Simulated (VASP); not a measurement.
**BAs: single point with r2SCANh**

The system is BAs.

```xyz
2
Lattice="0.0000 2.3725 2.3725 2.3725 0.0000 2.3725 2.3725 2.3725 0.0000" Properties=species:S:1:pos:R:3 pbc="T T T"
As    3.5587    3.5587    3.5587
B     0.0000    0.0000    0.0000
```

```yaml
Program: VASP 6.6.1
Task: single point
Functional: r2SCANh
Potentials_or_basis: VASP PAW PBE potentials, release 64 (As, B)
Cutoff: 520 eV
k_mesh: 5 × 5 × 5
Occupations: fermi-dirac, width 0.05 eV
Spin: no spin polarisation
Dipole_correction: no
Grid_for_exact_exchange_PRECFOCK: Normal
Further_INCAR_settings: ALGO = Normal; EDIFF = 1e-07; NBANDS = 11
Share_of_exact_exchange: 0.1
```

```
Pressure               : 2.9 GPa
Band gap on the k mesh : 1.86 eV (least direct gap 4.04 eV)
```

Levels at points of the mesh, in eV from the valence-band top:
| k point | band 1 | band 2 | band 3 | band 4 | band 5 | band 6 | band 7 | band 8 |
| --- | --- | --- | --- | --- | --- | --- | --- | --- |
| (0.00, 0.00, 0.00) | -16.91 | 0.00 | 0.00 | 0.00 | 4.04 | 4.04 | 4.04 | 6.10 |

Wall time 7 min on 1 thread of Intel(R) Xeon(R) Platinum 8375C CPU @ 2.90GHz (Ice Lake), with other jobs on the host, peak memory 0.17 GiB.

Caveat: the k points lie up to 0.46 Å⁻¹ apart; the PAW data sets were made with another functional, which shifts forces and pressure a little; an odd mesh through Γ misses points on the zone boundary, where band edges can lie.
